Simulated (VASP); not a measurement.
# MoS2 (P-3m1) in VASP: further runs

The runs below take MoS2 through single point, with PBE+D3(BJ).

Program: VASP 6.6.1. These are calculated values, not measurements. Logs are shortened: lines on timing, memory, paths and dates and some standing lists are left out, and cuts for length are marked.

### 1 The cell of the first run

The typed cell holds 6 atoms: a = 3.275 Å, b = 3.275 Å, c = 11.007 Å, α = 90.00°, β = 90.00°, γ = 120.00°.

### 2 Single point, PBE+D3(BJ)

Input file INCAR:

```
SYSTEM = MoS2
  PREC = Accurate
  ENCUT = 520
  EDIFF = 1E-6
  ISMEAR = 0
  SIGMA = 0.05
  LREAL = .FALSE.
  LASPH = .TRUE.
  NELM = 60
  ALGO = Normal
  ISIF = 2
  LWAVE = .FALSE.
  LCHARG = .FALSE.
  GGA = PE
  IVDW = 12
  NBANDS = 35
```

Input file KPOINTS:

```
Automatic mesh
0
G
  12 12 4
  0 0 0
```

Input file POSCAR:

```
MoS2
1.0
    3.2753000000      0.0000000000      0.0000000000
   -1.6376500000      2.8364930050      0.0000000000
    0.0000000000      0.0000000000     11.0072000000
Mo S
2 4
Direct
    0.6666666667      0.3333333333      0.2501439769
    0.3333333333      0.6666666667      0.7498560231
    0.3333333333      0.6666666667      0.3795985159
    0.6666666667      0.3333333333      0.8793132861
    0.3333333333      0.6666666667      0.1206867139
    0.6666666667      0.3333333333      0.6204014841
```

Potentials or basis: VASP PAW PBE potentials, release 64 (Mo_sv, S).

Launch:

```bash
> cat potpaw_PBE.64/Mo_sv/POTCAR potpaw_PBE.64/S/POTCAR > POTCAR
> mpirun -np 1 vasp_std > vasp.out
```

OUTCAR:

```text
SYSTEM = MoS2
   PREC = Accurate
   ENCUT = 520
   EDIFF = 1E-6
   ISMEAR = 0
   LREAL = .FALSE.
   LASPH = .TRUE.
   NELM = 60
   ISIF = 2
   GGA = PE
   IVDW = 12
 IVDW          = 12

 ion  position               nearest neighbor table
   1  0.667  0.333  0.250-   3 2.37   3 2.37   3 2.37   5 2.37   5 2.37   5 2.37
   2  0.333  0.667  0.750-   6 2.37   6 2.37   6 2.37   4 2.37   4 2.37   4 2.37
   3  0.333  0.667  0.380-   1 2.37   1 2.37   1 2.37
   4  0.667  0.333  0.879-   2 2.37   2 2.37   2 2.37
   5  0.333  0.667  0.121-   1 2.37   1 2.37   1 2.37
   6  0.667  0.333  0.620-   2 2.37   2 2.37   2 2.37

  LATTYP: Found a hexagonal cell.
 ALAT       =     3.2753000000
 C/A-ratio  =     3.3606692517

  Lattice vectors:

 A1 = (   3.2753000000,   0.0000000000,   0.0000000000)
 A2 = (  -1.6376500000,   2.8364930050,   0.0000000000)
 A3 = (   0.0000000000,   0.0000000000,  11.0072000000)

Analysis of symmetry for initial positions (statically):
=====================================================================
 Subroutine PRICEL returns:
 Original cell was already a primitive cell.

 Routine SETGRP: Setting up the symmetry group for a
 hexagonal supercell.

 Subroutine GETGRP returns: Found 12 space group operations
 (whereof 12 operations were pure point group operations)
 out of a pool of 24 trial point group operations.

The static configuration has the point symmetry D_3d.

Analysis of symmetry for dynamics (positions and initial velocities):
=====================================================================
 Subroutine PRICEL returns:
 Original cell was already a primitive cell.

 Routine SETGRP: Setting up the symmetry group for a
 hexagonal supercell.

 Subroutine GETGRP returns: Found 12 space group operations
 (whereof 12 operations were pure point group operations)
 out of a pool of 24 trial point group operations.

The dynamic configuration has the point symmetry D_3d.

 Subroutine INISYM returns: Found 12 space group operations
 (whereof 12 operations are pure point group operations),
 and found     1 'primitive' translations

----------------------------------------------------------------------------------------

                                     Primitive cell

  volume of cell :     102.2609

  direct lattice vectors                    reciprocal lattice vectors
     3.275300000  0.000000000  0.000000000     0.305315544  0.176274011  0.000000000
[... 91 lines left out ...]
   LASPH  =      T    aspherical Exc in radial PAW
   ENCUT  =  520.0 eV  38.22 Ry    6.18 a.u.   6.09  6.09 20.47*2*pi/ulx,y,z
   NELM   =     60;   NELMIN=  2; NELMDL= -5     # of ELM steps
   EDIFF  = 0.1E-05   stopping-criterion for ELM
   LREAL  =      F    real-space projection
   EDIFFG = 0.1E-04   stopping-criterion for IOM
   NSW    =      0    number of steps for IOM
[... 5 lines left out ...]
   TEBEG  =    0.0;   TEEND  =   0.0 temperature during run
   PSTRESS=    0.0 pullay stress
   NELECT =      52.0000    total number of electrons
   NUPDOWN=      -1.0000    fix difference up-down
   EMIN   =  10.00;   EMAX   =-10.00  energy-range for DOS
   EFERMI =   0.00;   METHOD = LEGACY
   ISMEAR =     0;   SIGMA  =   0.05  broadening in eV -4-tet -1-fermi 0-gaus
   EFERMI_NEDOS =   21; number of points for ismear=-14 and -15
   IALGO  =     38    algorithm
   IMIX   =      4    mixing-type and parameters
     AMIX     =   0.40;   BMIX     =  1.00
     AMIX_MAG =   1.60;   BMIX_MAG =  1.00
  volume/ion in A,a.u.               =      17.04       115.02
  Fermi-wavevector in a.u.,A,eV,Ry     =   1.306690  2.469287 23.231132  1.707440
  Thomas-Fermi vector in A             =   2.437475
   LORBIT       =      0    0 simple, 1 ext, 2 COOP (PROOUT), +10 PAW based schemes
   GGA     = PE    functional components
   LHFCALC =     F    Hartree Fock is set to
   AEXX    =    0.0000 exact exchange contribution
   IVDW    =    12    specifies the selected vdW correction
   LEPSILON=     F    determine dielectric tensor
   LRPA    =     F    only Hartree local field effects (RPA)
 non-spin polarized calculation
 Gauss-broadening in eV      SIGMA  =   0.05
  energy-cutoff  :      520.00
  volume of cell :      102.26
 maximum number of plane-waves:      2790
   NGX = 13   NGY = 13   NGZ = 41

 number of electron      52.0000000 magnetization

 Free energy of the ion-electron system (eV)
  ---------------------------------------------------
  ext. energy  EPLUGINS =         0.00000000
  ---------------------------------------------------
  free energy    TOTEN  =       -42.76364736 eV

  energy without entropy =      -42.76217419  energy(sigma->0) =      -42.76291077

 E-fermi :   8.4896     XC(G=0): -11.1005

 val. band max:        8.4699096871   @ k =   0.0000   0.0833   0.2500
 cond. band min:       8.6135348647   @ k =   0.0000   0.0000   0.2500
 fundamental gap:      0.1436251776
 Fermi energy:         8.4895960881

 k-point     1 :       0.0000    0.0000    0.0000
  band No.  band energies     occupation
      1     -53.3821      2.00000
      2     -53.3821      2.00000
      3     -27.4776      2.00000
      4     -27.4771      2.00000
      5     -27.4299      2.00000
      6     -27.4299      2.00000
[... 901 lines left out ...]
     34      10.8291      0.00000
     35      14.5315      0.00000

 [... further k-points ...]

------------------------ aborting loop because EDIFF is reached ----------------------------------------

 Edisp (eV)   -2.67019

 E8    (eV) :    -1.0771

  FORCE on cell =-STRESS in cart. coord.  units (eV):
  Direction    XX          YY          ZZ          XY          YZ          ZX
  --------------------------------------------------------------------------------------
  -------------------------------------------------------------------------------------
  Total      -2.35352    -2.35352    13.13873     0.00000     0.00000    -0.00000
  in kB     -36.87388   -36.87388   205.85159     0.00000     0.00000    -0.00000
  external pressure =       44.03 kB  Pullay stress =        0.00 kB

 VOLUME and BASIS-vectors are now :
 -----------------------------------------------------------------------------
  energy-cutoff  :      520.00
  volume of cell :      102.26
      direct lattice vectors                 reciprocal lattice vectors
     3.275300000  0.000000000  0.000000000     0.305315544  0.176274011  0.000000000
    -1.637650000  2.836493005  0.000000000     0.000000000  0.352548023  0.000000000
     0.000000000  0.000000000 11.007200000     0.000000000  0.000000000  0.090849626

 POSITION                                       TOTAL-FORCE (eV/Angst)
 -----------------------------------------------------------------------------------
      1.63765      0.94550      2.75338        -0.000000     -0.000000     -0.001894
     -0.00000      1.89100      8.25382         0.000000      0.000000      0.001894
     -0.00000      1.89100      4.17832        -0.000000      0.000000      1.752630
      1.63765      0.94550      9.67878         0.000000     -0.000000      1.760505
     -0.00000      1.89100      1.32842        -0.000000      0.000000     -1.760505
      1.63765      0.94550      6.82888         0.000000     -0.000000     -1.752630
 -----------------------------------------------------------------------------------
    total drift:                               -0.000000      0.000000      0.000000

  FREE ENERGIE OF THE ION-ELECTRON SYSTEM (eV)
  ---------------------------------------------------
  free  energy   TOTEN  =       -45.4338387921 eV

  energy  without entropy=      -45.4323656154  energy(sigma->0) =      -45.43310220
```

OSZICAR:

```text
N       E                     dE             d eps       ncg     rms          rms(c)
DAV:   1     0.447886466448E+03    0.44789E+03   -0.29462E+04  5302   0.142E+03
DAV:   2    -0.223286219257E+02   -0.47022E+03   -0.45510E+03  5706   0.373E+02
DAV:   3    -0.453102177049E+02   -0.22982E+02   -0.22524E+02  5866   0.750E+01
DAV:   4    -0.457656175748E+02   -0.45540E+00   -0.45316E+00  5814   0.106E+01
DAV:   5    -0.457733963022E+02   -0.77787E-02   -0.77765E-02  5669   0.140E+00    0.363E+01
DAV:   6    -0.434291670519E+02    0.23442E+01   -0.13422E+01  5245   0.229E+01    0.135E+01
DAV:   7    -0.431132221415E+02    0.31594E+00   -0.52278E+00  5125   0.146E+01    0.906E+00
DAV:   8    -0.427605466737E+02    0.35268E+00   -0.84413E-01  5191   0.618E+00    0.289E+00
DAV:   9    -0.427705767537E+02   -0.10030E-01   -0.87221E-02  5664   0.149E+00    0.124E+00
DAV:  10    -0.427637803778E+02    0.67964E-02   -0.31258E-02  5228   0.115E+00    0.314E-01
DAV:  11    -0.427637073344E+02    0.73043E-04   -0.17724E-03  5193   0.257E-01    0.122E-01
DAV:  12    -0.427636317496E+02    0.75585E-04   -0.25561E-04  5476   0.817E-02    0.616E-02
DAV:  13    -0.427636453848E+02   -0.13635E-04   -0.96425E-05  5456   0.471E-02    0.954E-03
DAV:  14    -0.427636467546E+02   -0.13697E-05   -0.66578E-06  4824   0.138E-02    0.102E-02
DAV:  15    -0.427636473623E+02   -0.60775E-06   -0.13667E-06  4323   0.579E-03
   1 F= -.45433839E+02 E0= -.45433102E+02  d E =-.147318E-02
```

stdout:

```text
POSCAR found type information on POSCAR MoS
 POSCAR found :  2 types and       6 ions
 scaLAPACK will be used
 LDA part: xc-table for (Slater+PW92), standard interpolation
 POSCAR, INCAR and KPOINTS ok, starting setup
 FFT: planning ... GRIDC
 FFT: planning ... GRID_SOFT
 FFT: planning ... GRID
 WAVECAR not read
 entering main loop
```

It took 3.6 min on 1 thread of Intel Xeon Platinum 8259CL at 2.50GHz (Skylake/Cascade Lake), shared host; peak memory 0.33 GiB.

What came out:

```
Free energy                : -45.4338 eV
Pressure                   : 4.4 GPa
Largest force              : 1.761 eV/Å
Band gap on the k mesh     : zero (bands 26 and 27 overlap by 0.47 eV)
Dispersion energy per atom : -0.445 eV
```

Forces on the atoms (eV/Å):
```
Mo   0.000  0.000 -0.002
Mo   0.000  0.000  0.002
S    0.000  0.000  1.753
S    0.000  0.000  1.761
S    0.000  0.000 -1.761
S    0.000  0.000 -1.753
```

Levels at points of the mesh, in eV from the Fermi level:
```tsv
k point	band 23	band 24	band 25	band 26	band 27	band 28	band 29	band 30
(0.00, 0.00, 0.00)	-3.06	-0.65	-0.15	0.42	1.57	1.57	1.57	1.57
(0.50, 0.00, 0.00)	-2.46	-2.08	-1.91	-1.35	0.76	0.90	1.27	1.39
(0.00, 0.00, 0.50)	-2.08	-2.08	0.33	0.33	1.55	1.55	1.55	1.55
(0.50, 0.00, 0.50)	-2.48	-2.47	-1.52	-1.52	0.82	0.83	1.33	1.34
```

Caveat: the stress differs along the axes, from -4 to 21 GPa; forces of over 1 eV/Å act on the atoms, so gaps and moduli don't describe the material at rest.

### 3 Single point, PBE+D3(BJ)

Input file INCAR:

```
SYSTEM = MoS2
PREC = Accurate
ENCUT = 520
EDIFF = 1E-6
ISMEAR = 0
SIGMA = 0.05
LREAL = .False.
LASPH = .True.
NELM = 100
ALGO = Normal
ISIF = 2
LWAVE = .False.
LCHARG = .False.
GGA = PE
IVDW = 12
NBANDS = 35
```

Input file KPOINTS:

```
Automatic mesh
0
Gamma
  12 12 4
  0 0 0
```

Edit POSCAR of step 2 so:

```diff
@@ -2,5 +2,5 @@
 1.0
-    3.2753000000      0.0000000000      0.0000000000
-   -1.6376500000      2.8364930050      0.0000000000
-    0.0000000000      0.0000000000     11.0072000000
+    3.2438000000      0.0000000000      0.0000000000
+   -1.6219000000      2.8092132048      0.0000000000
+    0.0000000000      0.0000000000     11.2249000000
 Mo S
```

Potentials or basis: VASP PAW PBE potentials, release 64 (Mo_sv, S).

Launch:

```bash
> cat potpaw_PBE.64/Mo_sv/POTCAR potpaw_PBE.64/S/POTCAR > POTCAR
> mpirun -np 1 vasp_std > vasp.out
```

OUTCAR:

```text
SYSTEM = MoS2
   PREC = Accurate
   ENCUT = 520
   EDIFF = 1E-6
   ISMEAR = 0
   LREAL = .False.
   LASPH = .True.
   NELM = 100
   ISIF = 2
   GGA = PE
   IVDW = 12
 IVDW          = 12

 ion  position               nearest neighbor table
   1  0.667  0.333  0.250-   3 2.37   3 2.37   3 2.37   5 2.37   5 2.37   5 2.37
   2  0.333  0.667  0.750-   6 2.37   6 2.37   6 2.37   4 2.37   4 2.37   4 2.37
   3  0.333  0.667  0.380-   1 2.37   1 2.37   1 2.37
   4  0.667  0.333  0.879-   2 2.37   2 2.37   2 2.37
   5  0.333  0.667  0.121-   1 2.37   1 2.37   1 2.37
   6  0.667  0.333  0.620-   2 2.37   2 2.37   2 2.37

  LATTYP: Found a hexagonal cell.
 ALAT       =     3.2438000000
 C/A-ratio  =     3.4604167951

  Lattice vectors:

 A1 = (   3.2438000000,   0.0000000000,   0.0000000000)
 A2 = (  -1.6219000000,   2.8092132048,   0.0000000000)
 A3 = (   0.0000000000,   0.0000000000,  11.2249000000)

Analysis of symmetry for initial positions (statically):
=====================================================================
 Subroutine PRICEL returns:
 Original cell was already a primitive cell.

 Routine SETGRP: Setting up the symmetry group for a
 hexagonal supercell.

 Subroutine GETGRP returns: Found 12 space group operations
 (whereof 12 operations were pure point group operations)
 out of a pool of 24 trial point group operations.

The static configuration has the point symmetry D_3d.

Analysis of symmetry for dynamics (positions and initial velocities):
=====================================================================
 Subroutine PRICEL returns:
 Original cell was already a primitive cell.

 Routine SETGRP: Setting up the symmetry group for a
 hexagonal supercell.

 Subroutine GETGRP returns: Found 12 space group operations
 (whereof 12 operations were pure point group operations)
 out of a pool of 24 trial point group operations.

The dynamic configuration has the point symmetry D_3d.

 Subroutine INISYM returns: Found 12 space group operations
[... 128 lines left out ...]
  Thomas-Fermi vector in A             =   2.437371
   LORBIT       =      0    0 simple, 1 ext, 2 COOP (PROOUT), +10 PAW based schemes
   GGA     = PE    functional components
   LHFCALC =     F    Hartree Fock is set to
   AEXX    =    0.0000 exact exchange contribution
   IVDW    =    12    specifies the selected vdW correction
   LEPSILON=     F    determine dielectric tensor
   LRPA    =     F    only Hartree local field effects (RPA)
 non-spin polarized calculation
 Gauss-broadening in eV      SIGMA  =   0.05
  energy-cutoff  :      520.00
  volume of cell :      102.29
 maximum number of plane-waves:      2790
   NGX = 13   NGY = 13   NGZ = 41

 number of electron      52.0000006 magnetization

 Free energy of the ion-electron system (eV)
  ---------------------------------------------------
  ext. energy  EPLUGINS =         0.00000000
  ---------------------------------------------------
  free energy    TOTEN  =       -43.04080460 eV

  energy without entropy =      -43.04009265  energy(sigma->0) =      -43.04044863

 E-fermi :   8.5790     XC(G=0): -11.0976

 val. band max:        8.3807054319   @ k =   0.0833   0.0000   0.0000
 cond. band min:       8.5963664382   @ k =   0.3333   0.3333   0.0000
 fundamental gap:      0.2156610063
 Fermi energy:         8.5790468303

 k-point     1 :       0.0000    0.0000    0.0000
  band No.  band energies     occupation
      1     -53.3959      2.00000
      2     -53.3959      2.00000
      3     -27.5132      2.00000
      4     -27.5128      2.00000
      5     -27.4166      2.00000
      6     -27.4166      2.00000
[... 901 lines left out ...]
     34      10.8536      0.00000
     35      14.7577      0.00000

 [... further k-points ...]

------------------------ aborting loop because EDIFF is reached ----------------------------------------

 Edisp (eV)   -2.66864

 E8    (eV) :    -1.0763

  FORCE on cell =-STRESS in cart. coord.  units (eV):
  Direction    XX          YY          ZZ          XY          YZ          ZX
  --------------------------------------------------------------------------------------
  -------------------------------------------------------------------------------------
  Total      -1.66788    -1.66788    10.83321    -0.00000     0.00000     0.00000
  in kB     -26.12485   -26.12485   169.68626    -0.00000     0.00000     0.00000
  external pressure =       39.15 kB  Pullay stress =        0.00 kB

 VOLUME and BASIS-vectors are now :
 -----------------------------------------------------------------------------
  energy-cutoff  :      520.00
  volume of cell :      102.29
      direct lattice vectors                 reciprocal lattice vectors
     3.243800000  0.000000000  0.000000000     0.308280412  0.177985779  0.000000000
    -1.621900000  2.809213205  0.000000000     0.000000000  0.355971558  0.000000000
     0.000000000  0.000000000 11.224900000     0.000000000  0.000000000  0.089087653

 POSITION                                       TOTAL-FORCE (eV/Angst)
 -----------------------------------------------------------------------------------
      1.62190      0.93640      2.80784        -0.000000     -0.000000     -0.001954
     -0.00000      1.87281      8.41706        -0.000000     -0.000000      0.001954
     -0.00000      1.87281      4.26096        -0.000000      0.000000      1.466665
      1.62190      0.93640      9.87020        -0.000000      0.000000      1.472918
     -0.00000      1.87281      1.35470         0.000000     -0.000000     -1.472918
      1.62190      0.93640      6.96394         0.000000     -0.000000     -1.466665
 -----------------------------------------------------------------------------------
    total drift:                               -0.000000      0.000000      0.000000

  FREE ENERGIE OF THE ION-ELECTRON SYSTEM (eV)
  ---------------------------------------------------
  free  energy   TOTEN  =       -45.7094483522 eV

  energy  without entropy=      -45.7087363942  energy(sigma->0) =      -45.70909237
```

OSZICAR:

```text
N       E                     dE             d eps       ncg     rms          rms(c)
DAV:   1     0.447170534957E+03    0.44717E+03   -0.29477E+04  5294   0.142E+03
DAV:   2    -0.229356999935E+02   -0.47011E+03   -0.45510E+03  5810   0.372E+02
DAV:   3    -0.455632777745E+02   -0.22628E+02   -0.22213E+02  5872   0.745E+01
DAV:   4    -0.460037869117E+02   -0.44051E+00   -0.43883E+00  5768   0.106E+01
DAV:   5    -0.460113357223E+02   -0.75488E-02   -0.75472E-02  5692   0.140E+00    0.363E+01
DAV:   6    -0.436809556783E+02    0.23304E+01   -0.12993E+01  5241   0.227E+01    0.134E+01
DAV:   7    -0.433329104856E+02    0.34805E+00   -0.47325E+00  5102   0.140E+01    0.873E+00
DAV:   8    -0.430382476441E+02    0.29466E+00   -0.73195E-01  5205   0.578E+00    0.285E+00
DAV:   9    -0.430463584500E+02   -0.81108E-02   -0.74490E-02  5638   0.137E+00    0.116E+00
DAV:  10    -0.430409512155E+02    0.54072E-02   -0.26832E-02  5257   0.107E+00    0.366E-01
DAV:  11    -0.430409222699E+02    0.28946E-04   -0.14348E-03  5251   0.220E-01    0.172E-01
DAV:  12    -0.430407862995E+02    0.13597E-03   -0.42205E-04  5453   0.115E-01    0.807E-02
DAV:  13    -0.430408020120E+02   -0.15713E-04   -0.99873E-05  5459   0.478E-02    0.762E-03
DAV:  14    -0.430408045059E+02   -0.24939E-05   -0.79825E-06  4998   0.140E-02    0.955E-03
DAV:  15    -0.430408046045E+02   -0.98540E-07   -0.10872E-06  3847   0.575E-03
   1 F= -.45709448E+02 E0= -.45709092E+02  d E =-.711958E-03
```

Run time: 3.1 min. Hardware: 1 thread of Intel Xeon Platinum 8259CL at 2.50GHz (Skylake/Cascade Lake), shared host; peak memory 0.33 GiB.

What came out:

```yaml
Free_energy: -45.7094 eV
Pressure: 3.9 GPa
Largest_force: 1.473 eV/Å
Band_gap_on_the_k_mesh: zero (bands 26 and 27 overlap by 0.19 eV)
Dispersion_energy_per_atom: -0.445 eV
```

Forces in eV/Å, atoms in the order of the input:
```
Mo   0.000  0.000 -0.002
Mo   0.000  0.000  0.002
S    0.000  0.000  1.467
S    0.000  0.000  1.473
S    0.000  0.000 -1.473
S    0.000  0.000 -1.467
```

Caveat: the stress differs along the axes, from -3 to 17 GPa; forces of over 1 eV/Å act on the atoms, so gaps and moduli don't describe the material at rest.

The gap in the log of VASP goes by the Fermi energy; the results here count the filled bands.